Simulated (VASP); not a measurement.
Hg:

```
Hg
1.0
     0.00000    3.14637    3.14637
     3.14637    0.00000    3.14637
     3.14637    3.14637    0.00000
Hg
2
Direct
  0.12500 0.12500 0.12500
  0.87500 0.87500 0.87500
```

```yaml
Program: VASP 6.6.1
Task: relaxation of cell and atoms
Functional: PBE
Potentials_or_basis: VASP PAW PBE potentials, release 64 (Hg)
Cutoff: 600 eV
k_mesh: 9 × 9 × 9
Occupations: fermi-dirac, width 0.1 eV
Spin: no spin polarisation
```

At the start: pressure 8.2 GPa; volume 31.15 Å³/atom.

Where does the relaxation end?

Over 5 steps the energy falls by 233.6 meV/atom and the volume is 56.29 Å³/atom (+80.7 %); space group Fd-3m (No. 227, to 0.05 Å).

Step by step:
```
step  energy change (eV)  largest force (eV/Å)  pressure (GPa)  volume (Å³)
   1              0.0000                0.0000            8.24        62.30
   2             -0.3899                0.0000            1.36        77.89
   3             -0.4185                0.0000            0.77        82.34
   4             -0.4493                0.0000            0.35        91.72
   5             -0.4671                0.0000           -0.03       112.58
```

Final structure:
```
CELL_PARAMETERS angstrom
0.00000 3.83250 3.83250
3.83250 0.00000 3.83250
3.83250 3.83250 0.00000
ATOMIC_POSITIONS crystal
Hg 0.12500 0.12500 0.12500
Hg 0.87500 0.87500 0.87500
```

Caveat: the volume moved by over 15 % at a fixed basis, so the end points are rough.
